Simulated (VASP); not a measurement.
# Ni (Fm-3m) in VASP: notebook

Runs on Ni. Level: LDA. Tasks: single point.

Everything below comes from runs of VASP 6.6.1. Logs are shortened: lines on timing, memory, paths and dates and some standing lists are left out, and cuts for length are marked.

## Step 1: The cell of the first run

It takes space group Fm-3m (No. 225, cubic). The conventional cell has a = 3.556 Å, b = 3.556 Å, c = 3.556 Å, α = 90.00°, β = 90.00°, γ = 90.00°. Within 3.3 Å of Ni (site symmetry m-3m) lie 12 Ni at 2.51 Å.

## Step 2: Single point, LDA, collinear spin, ferromagnetic start (11.24 Å³/atom)

INCAR

```
ALGO = Normal ; EDIFF = 1E-6
ENCUT = 520 ; ISIF = 2
ISMEAR = 0 ; ISPIN = 2
LASPH = True ; LCHARG = True
LELF = True ; LMAXMIX = 4
LORBIT = 11 ; LREAL = False
LVHAR = True ; LWAVE = False
MAGMOM = 0.25 ; NBANDS = 15
NELM = 150 ; NUPDOWN = 0.25
PREC = Accurate ; SIGMA = 0.15
```

KPOINTS

```
k-points
0
Gamma
  24 24 24
```

POSCAR

```
Ni
1.0
    0.0000000000      1.7780249946      1.7780249946
    1.7780249946      0.0000000000      1.7780249946
    1.7780249946      1.7780249946      0.0000000000
Ni
1
Direct
    0.0000000000      0.0000000000      0.0000000000
```

Potentials or basis: VASP PAW LDA potentials, release 64 (Ni).

On the command line:

```sh
> cat potpaw_LDA.64/Ni/POTCAR > POTCAR
> mpirun -np 1 vasp_std > vasp.out
```

OUTCAR:

```text
EDIFF = 1E-6
   ENCUT = 520
   ISIF = 2
   ISMEAR = 0
   ISPIN = 2
   LASPH = True
   LORBIT = 11
   LREAL = False
   NELM = 150
   NUPDOWN = 0.25
   PREC = Accurate

 ion  position               nearest neighbor table
   1  0.000  0.000  0.000-

  LATTYP: Found a face centered cubic cell.
 ALAT       =     3.5560499892

  Lattice vectors:

 A1 = (   0.0000000000,   1.7780249946,   1.7780249946)
 A2 = (   1.7780249946,   0.0000000000,   1.7780249946)
 A3 = (   1.7780249946,   1.7780249946,   0.0000000000)

Analysis of symmetry for initial positions (statically):
=====================================================================
 Subroutine PRICEL returns:
 Original cell was already a primitive cell.

 Routine SETGRP: Setting up the symmetry group for a
 face centered cubic supercell.

 Subroutine GETGRP returns: Found 48 space group operations
 (whereof 48 operations were pure point group operations)
 out of a pool of 48 trial point group operations.

The static configuration has the point symmetry O_h .

Analysis of symmetry for dynamics (positions and initial velocities):
=====================================================================
 Subroutine PRICEL returns:
 Original cell was already a primitive cell.

 Routine SETGRP: Setting up the symmetry group for a
 face centered cubic supercell.

 Subroutine GETGRP returns: Found 48 space group operations
 (whereof 48 operations were pure point group operations)
 out of a pool of 48 trial point group operations.

The dynamic configuration has the point symmetry O_h .

Analysis of structural, dynamic, and magnetic symmetry:
=====================================================================
 Subroutine PRICEL returns:
 Original cell was already a primitive cell.

 Routine SETGRP: Setting up the symmetry group for a
 face centered cubic supercell.

 Subroutine GETGRP returns: Found 48 space group operations
 (whereof 48 operations were pure point group operations)
 out of a pool of 48 trial point group operations.

The overall configuration has the point symmetry O_h .

 Subroutine INISYM returns: Found 48 space group operations
 (whereof 48 operations are pure point group operations),
 and found     1 'primitive' translations

----------------------------------------------------------------------------------------

                                     Primitive cell

  volume of cell :      11.2420

  direct lattice vectors                    reciprocal lattice vectors
     0.000000000  1.778024995  1.778024995    -0.281210895  0.281210895  0.281210895
[... 123 lines left out ...]

 Free energy of the ion-electron system (eV)
  ---------------------------------------------------
  ext. energy  EPLUGINS =         0.00000000
  ---------------------------------------------------
  free energy    TOTEN  =        -6.47090039 eV

  energy without entropy =       -6.43375951  energy(sigma->0) =       -6.45232995

 E-fermi :   8.4844     XC(G=0): -13.4179

 val. band max:        8.4843389415   @ k =  -0.4167   0.2500   0.0833
 cond. band min:       8.3555757061   @ k =  -0.4583   0.4167   0.0417
 fundamental gap:     -0.1287632354
 Fermi energy:         8.3526682848

 spin component 1

 k-point     1 :       0.0000    0.0000    0.0000
  band No.  band energies     occupation
      1      -0.1771      1.00000
      2       6.4957      1.00000
      3       6.4957      1.00000
      4       6.4957      1.00000
      5       7.5842      1.00000
      6       7.5842      1.00000
      7      32.0724      0.00000
      8      35.5849      0.00000
      9      35.5849      0.00000
     10      35.5849      0.00000
     11      38.4865      0.00000
     12      38.4865      0.00000
     13      38.4865      0.00000
     14      41.6870      0.00000
[... 403 lines left out ...]
      4       7.5544      1.00000
      5       8.2452      0.84460
      6       8.6002      0.00979
      7      14.9314      0.00000
      8      30.3923      0.00000
      9      31.7551      0.00000
     10      32.4152      0.00000
     11      36.2493      0.00000
     12      36.6933      0.00000
     13      41.8705      0.00000
     14      51.2886      0.00000
     15      53.6320      0.00000

 [... further k-points ...]

 spin component 2

 k-point     1 :       0.0000    0.0000    0.0000
  band No.  band energies     occupation
      1      -0.1677      1.00000
      2       6.7562      1.00000
      3       6.7562      1.00000
      4       6.7562      1.00000
      5       7.8198      1.00000
      6       7.8198      1.00000
      7      32.0554      0.00000
      8      35.5991      0.00000
      9      35.5991      0.00000
     10      35.5991      0.00000
     11      38.5479      0.00000
     12      38.5479      0.00000
     13      38.5479      0.00000
     14      41.6674      0.00000
[... 403 lines left out ...]
      4       7.6733      1.00000
      5       8.5183      0.37470
      6       8.7906      0.00194
      7      15.0664      0.00000
      8      30.3800      0.00000
      9      31.7990      0.00000
     10      32.4585      0.00000
     11      36.2875      0.00000
     12      36.7348      0.00000
     13      41.9330      0.00000
     14      51.3455      0.00000
     15      53.6704      0.00000

 [... further k-points ...]

------------------------ aborting loop because EDIFF is reached ----------------------------------------

  FORCE on cell =-STRESS in cart. coord.  units (eV):
  Direction    XX          YY          ZZ          XY          YZ          ZX
  --------------------------------------------------------------------------------------
  -------------------------------------------------------------------------------------
  Total       -1.5716208     -1.5716208     -1.5716208      0.0000000      0.0000000      0.0000000
  in kB     -223.9828462   -223.9828462   -223.9828462      0.0000000      0.0000000      0.0000000
  external PRESSURE =    -223.9828462 kB  Pullay stress =       0.0000000 kB

 VOLUME and BASIS-vectors are now :
 -----------------------------------------------------------------------------
  energy-cutoff  :      520.00
  volume of cell :       11.24
      direct lattice vectors                 reciprocal lattice vectors
     0.000000000  1.778024995  1.778024995    -0.281210895  0.281210895  0.281210895
     1.778024995  0.000000000  1.778024995     0.281210895 -0.281210895  0.281210895
     1.778024995  1.778024995  0.000000000     0.281210895  0.281210895 -0.281210895

 POSITION                                       TOTAL-FORCE (eV/Angst)
 -----------------------------------------------------------------------------------
      0.00000      0.00000      0.00000         0.000000      0.000000      0.000000
 -----------------------------------------------------------------------------------
    total drift:                                0.000000      0.000000      0.000000

  FREE ENERGIE OF THE ION-ELECTRON SYSTEM (eV)
  ---------------------------------------------------
  free  energy   TOTEN  =        -6.4709003877 eV

  energy  without entropy=       -6.4337595110  energy(sigma->0) =       -6.45232995

 total charge

# of ion       s       p       d       tot
------------------------------------------
    1        0.483   0.464   8.320   9.267

 magnetization (x)

# of ion       s       p       d       tot
------------------------------------------
    1       -0.004  -0.010   0.268   0.255
```

stdout:

```text
POSCAR found type information on POSCAR Ni
 POSCAR found :  1 types and       1 ions
 scaLAPACK will be used
 LDA part: xc-table for (Slater(with rela. corr.)+CA(PZ))
 , standard interpolation
 POSCAR, INCAR and KPOINTS ok, starting setup
 FFT: planning ... GRIDC
 FFT: planning ... GRID_SOFT
 FFT: planning ... GRID
 WAVECAR not read
 entering main loop
```

It took 58 s on 1 thread of Intel Xeon 6975P-C (Granite Rapids), shared host; peak memory 0.21 GiB.

Results:

| Item | Value |
| --- | --- |
| Free energy | -6.4709 eV |
| Pressure | -22.4 GPa |
| Net moment | 0.25 μB per cell |
| Site moments | Ni +0.26 μB |
| Valence electrons inside the program's atomic spheres | Ni 9.27 |

Caveat: the cell stands under tension; the total moment is fixed, so each spin has its own Fermi level.

## Step 3: Single point, LDA, collinear spin, ferromagnetic start (11.24 Å³/atom)

INCAR

```
SYSTEM = Ni
  PREC = Accurate
  ENCUT = 520
  EDIFF = 1E-6
  ISMEAR = 0
  SIGMA = 0.15
  LREAL = .FALSE.
  LASPH = .TRUE.
  NELM = 150
  ALGO = Normal
  ISIF = 2
  LWAVE = .FALSE.
  LCHARG = .TRUE.
  ISPIN = 2
  MAGMOM = 0.875
  LORBIT = 11
  NUPDOWN = 0.875
  LMAXMIX = 4
  GGA = CA
  LELF = .TRUE.
  LVHAR = .TRUE.
  NBANDS = 15
```

KPOINTS

```
Automatic mesh
0
G
  24 24 24
  0 0 0
```

POSCAR is that of step 2.

Potentials or basis: VASP PAW LDA potentials, release 64 (Ni).

On the command line:

```sh
> cat potpaw_LDA.64/Ni/POTCAR > POTCAR
> mpirun -np 1 vasp_std > vasp.out
```

OUTCAR:

```text
SYSTEM = Ni
   PREC = Accurate
   ENCUT = 520
   EDIFF = 1E-6
   ISMEAR = 0
   LREAL = .FALSE.
   LASPH = .TRUE.
   NELM = 150
   ISIF = 2
   ISPIN = 2
   LORBIT = 11
   NUPDOWN = 0.875
   GGA = CA

 ion  position               nearest neighbor table
   1  0.000  0.000  0.000-

  LATTYP: Found a face centered cubic cell.
 ALAT       =     3.5560499892

  Lattice vectors:

 A1 = (   0.0000000000,   1.7780249946,   1.7780249946)
 A2 = (   1.7780249946,   0.0000000000,   1.7780249946)
 A3 = (   1.7780249946,   1.7780249946,   0.0000000000)
[... 1071 lines left out ...]
  -------------------------------------------------------------------------------------
  Total       -1.3930637     -1.3930637     -1.3930637      0.0000000      0.0000000     -0.0000000
  in kB     -198.5354084   -198.5354084   -198.5354084      0.0000000      0.0000000     -0.0000000
  external PRESSURE =    -198.5354084 kB  Pullay stress =       0.0000000 kB

 VOLUME and BASIS-vectors are now :
 -----------------------------------------------------------------------------
  energy-cutoff  :      520.00
  volume of cell :       11.24
      direct lattice vectors                 reciprocal lattice vectors
     0.000000000  1.778024995  1.778024995    -0.281210895  0.281210895  0.281210895
     1.778024995  0.000000000  1.778024995     0.281210895 -0.281210895  0.281210895
     1.778024995  1.778024995  0.000000000     0.281210895  0.281210895 -0.281210895

 POSITION                                       TOTAL-FORCE (eV/Angst)
 -----------------------------------------------------------------------------------
      0.00000      0.00000      0.00000         0.000000      0.000000      0.000000
 -----------------------------------------------------------------------------------
    total drift:                                0.000000      0.000000      0.000000

  FREE ENERGIE OF THE ION-ELECTRON SYSTEM (eV)
  ---------------------------------------------------
  free  energy   TOTEN  =        -6.4495053122 eV

  energy  without entropy=       -6.4307232628  energy(sigma->0) =       -6.44011429

 total charge

# of ion       s       p       d       tot
------------------------------------------
    1        0.494   0.482   8.281   9.257

 magnetization (x)

# of ion       s       p       d       tot
------------------------------------------
    1        0.005  -0.000   0.866   0.870
```

OSZICAR:

```text
N       E                     dE             d eps       ncg     rms          rms(c)
DAV:   1     0.321206691731E+02    0.32121E+02   -0.41935E+03 26226   0.852E+02
DAV:   2    -0.612887661663E+01   -0.38250E+02   -0.35411E+02 28196   0.162E+02
DAV:   3    -0.759706581034E+01   -0.14682E+01   -0.14536E+01 30135   0.312E+01
DAV:   4    -0.760664068824E+01   -0.95749E-02   -0.95731E-02 30221   0.238E+00
DAV:   5    -0.760677093544E+01   -0.13025E-03   -0.13025E-03 31004   0.250E-01    0.101E+01
DAV:   6    -0.684200707892E+01    0.76476E+00   -0.15484E+01 35861   0.439E+01    0.640E+00
DAV:   7    -0.646816427858E+01    0.37384E+00   -0.24482E+00 33206   0.165E+01    0.192E+00
DAV:   8    -0.645437386812E+01    0.13790E-01   -0.16694E-02 28669   0.785E-01    0.107E+00
DAV:   9    -0.645038205150E+01    0.39918E-02   -0.24471E-03 41283   0.287E-01    0.259E-01
DAV:  10    -0.644950145042E+01    0.88060E-03   -0.14999E-03 43188   0.226E-01    0.471E-02
DAV:  11    -0.644950496249E+01   -0.35121E-05   -0.12179E-05 27787   0.369E-02    0.265E-02
DAV:  12    -0.644950531219E+01   -0.34971E-06   -0.44989E-06 29930   0.123E-02
   1 F= -.64495053E+01 E0= -.64401143E+01  d E =-.187820E-01  mag=     0.8750
```

Run time: 59 s. Hardware: 1 thread of Intel Xeon 6975P-C (Granite Rapids), shared host; peak memory 0.2 GiB.

What came out:

* Free energy: -6.4495 eV
* Pressure: -19.9 GPa
* Net moment: 0.88 μB per cell
* Site moments: Ni +0.87 μB
* Valence electrons inside the program's atomic spheres: Ni 9.26

Caveat: the cell stands under tension; the total moment is fixed, so each spin has its own Fermi level.
